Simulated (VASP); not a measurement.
# Ti (Fm-3m) in VASP: a series of runs, part 2 of 2

VASP 6.6.1. The steps go on from the part before.

## Step 3: Single point, LDA

This run uses another cell than the first one, of 15.76 Å³/atom, 0.980 times its volume.

The input, INCAR:

```
PREC = Accurate
ENCUT = 520
EDIFF = 1E-7
ISMEAR = 1
SIGMA = 0.05
LREAL = False
LASPH = True
NELM = 80
ALGO = Normal
ISIF = 2
LWAVE = False
LCHARG = False
NBANDS = 12
```

The input, KPOINTS:

```
regular mesh
0
Gamma
  9 9 9
```

The input, POSCAR:

```
Ti
1.0
    0.0000000000      1.9898271145      1.9898271145
    1.9898271145      0.0000000000      1.9898271145
    1.9898271145      1.9898271145      0.0000000000
Ti
1
Direct
    0.0000000000      0.0000000000      0.0000000000
```

Potentials or basis: VASP PAW LDA potentials, release 64 (Ti_sv).

The run is started by

```
> cat potpaw_LDA.64/Ti_sv/POTCAR > POTCAR
> mpirun -np 1 vasp_std > vasp.out
```

OUTCAR:

```text
PREC = Accurate
   ENCUT = 520
   EDIFF = 1E-7
   ISMEAR = 1
   LREAL = False
   LASPH = True
   NELM = 80
   ISIF = 2

 ion  position               nearest neighbor table
   1  0.000  0.000  0.000-

  LATTYP: Found a face centered cubic cell.
 ALAT       =     3.9796542290

  Lattice vectors:

 A1 = (   0.0000000000,   1.9898271145,   1.9898271145)
 A2 = (   1.9898271145,   0.0000000000,   1.9898271145)
 A3 = (   1.9898271145,   1.9898271145,   0.0000000000)

Analysis of symmetry for initial positions (statically):
=====================================================================
 Subroutine PRICEL returns:
 Original cell was already a primitive cell.

 Routine SETGRP: Setting up the symmetry group for a
 face centered cubic supercell.

 Subroutine GETGRP returns: Found 48 space group operations
 (whereof 48 operations were pure point group operations)
 out of a pool of 48 trial point group operations.

The static configuration has the point symmetry O_h .

Analysis of symmetry for dynamics (positions and initial velocities):
=====================================================================
 Subroutine PRICEL returns:
[... 160 lines left out ...]
 fundamental gap:      0.0220962738
 Fermi energy:         9.0700673059

 k-point     1 :       0.0000    0.0000    0.0000
  band No.  band energies     occupation
      1     -46.8224      2.00000
      2     -22.9138      2.00000
      3     -22.9138      2.00000
      4     -22.9138      2.00000
      5       2.8318      2.00000
      6       9.9509     -0.00000
      7       9.9509     -0.00000
      8       9.9509     -0.00000
      9      11.7862      0.00000
     10      11.7862      0.00000
     11      24.9454      0.00000
     12      29.8227      0.00000
[... 331 lines left out ...]
 k-point    24 :       0.4444    0.4444    0.0000
  band No.  band energies     occupation
      1     -46.5774      2.00000
      2     -23.7654      2.00000
      3     -23.2311      2.00000
      4     -23.2311      2.00000
      5       6.1501      2.00000
      6       7.1117      2.00000
      7      12.0734      0.00000
      8      12.9744      0.00000
      9      13.2050      0.00000
     10      13.2050      0.00000
     11      21.3349      0.00000
     12      22.0878      0.00000

 [... further k-points ...]
[... 5 lines left out ...]
  --------------------------------------------------------------------------------------
  -------------------------------------------------------------------------------------
  Total        0.2197073      0.2197073      0.2197073     -0.0000000     -0.0000000     -0.0000000
  in kB       22.3397880     22.3397880     22.3397880     -0.0000000     -0.0000000     -0.0000000
  external PRESSURE =      22.3397880 kB  Pullay stress =       0.0000000 kB

 VOLUME and BASIS-vectors are now :
 -----------------------------------------------------------------------------
  energy-cutoff  :      520.00
  volume of cell :       15.76
      direct lattice vectors                 reciprocal lattice vectors
     0.000000000  1.989827114  1.989827114    -0.251278112  0.251278112  0.251278112
     1.989827114  0.000000000  1.989827114     0.251278112 -0.251278112  0.251278112
     1.989827114  1.989827114  0.000000000     0.251278112  0.251278112 -0.251278112

 POSITION                                       TOTAL-FORCE (eV/Angst)
 -----------------------------------------------------------------------------------
      0.00000      0.00000      0.00000         0.000000     -0.000000      0.000000
 -----------------------------------------------------------------------------------
    total drift:                               -0.000000      0.000000     -0.000000

  FREE ENERGIE OF THE ION-ELECTRON SYSTEM (eV)
  ---------------------------------------------------
  free  energy   TOTEN  =        -8.4883746027 eV

  energy  without entropy=       -8.4873226920  energy(sigma->0) =       -8.48802397
```

stdout:

```text
POSCAR found type information on POSCAR Ti
 POSCAR found :  1 types and       1 ions
 scaLAPACK will be used
 LDA part: xc-table for (Slater(with rela. corr.)+CA(PZ))
 , standard interpolation
 POSCAR, INCAR and KPOINTS ok, starting setup
 FFT: planning ... GRIDC
 FFT: planning ... GRID_SOFT
 FFT: planning ... GRID
 WAVECAR not read
 entering main loop
```

It took 10 s on 1 thread of Intel Xeon 8259CL, shared host; peak memory 0.13 GiB.

What came out:

```
Free energy            : -8.4884 eV
Pressure               : 2.2 GPa
Band gap on the k mesh : zero (band 6 reaches 9.95 eV, above the bottom of band 7 at 8.53 eV)
```

## Step 4: Single point, LDA

This run uses another cell than the first one, of 16.40 Å³/atom, 1.020 times its volume.

The input, INCAR:

```
PREC = Accurate ; ENCUT = 520
EDIFF = 1E-6 ; ISMEAR = 1
SIGMA = 0.05 ; LREAL = False
LASPH = True ; NELM = 100
ALGO = Normal ; ISIF = 2
LWAVE = False ; LCHARG = True
LELF = True ; LVHAR = True
NBANDS = 12
```

KPOINTS is that of step 3.

The input, POSCAR:

```
Ti
1.0
    0.0000000000      2.0165393908      2.0165393908
    2.0165393908      0.0000000000      2.0165393908
    2.0165393908      2.0165393908      0.0000000000
Ti
1
Direct
    0.0000000000      0.0000000000      0.0000000000
```

The run is started by

```
> cat potpaw_LDA.64/Ti_sv/POTCAR > POTCAR
> mpirun -np 1 vasp_std > vasp.out
```

Wall time 12 s (1 thread of Intel Xeon 8259CL, shared host); peak memory 0.13 GiB.

The run converged. Its results:

```yaml
Free_energy: -8.4878 eV
Pressure: -2.5 GPa
Band_gap_on_the_k_mesh: zero (band 6 reaches 9.48 eV, above the bottom of band 7 at 8.13 eV)
```

Levels at points of the mesh, in eV from the Fermi level:
```
           k point  band 3  band 4  band 5  band 6  band 7  band 8  band 9  band 10
(0.00, 0.00, 0.00)  -32.10  -32.10   -6.16    0.86    0.86    0.86    2.59     2.59
```

## Step 5: Overview

```tsv
cell	gap on the mesh (eV)	pressure (GPa)
a = 2.833 Å, angles 60.0°, 1 atom	none	-0.2
a = 2.814 Å, angles 60.0°, 1 atom	none	2.2
a = 2.852 Å, angles 60.0°, 1 atom	none	-2.5
```

Alike in all rows: task single point; level LDA; potentials or basis VASP PAW LDA potentials, release 64 (Ti_sv); no spin polarisation; k mesh 9 × 9 × 9; cutoff (eV) 520; smearing methfessel-paxton 0.05 eV.

Absolute energies hang on the potentials; compare differences alone.
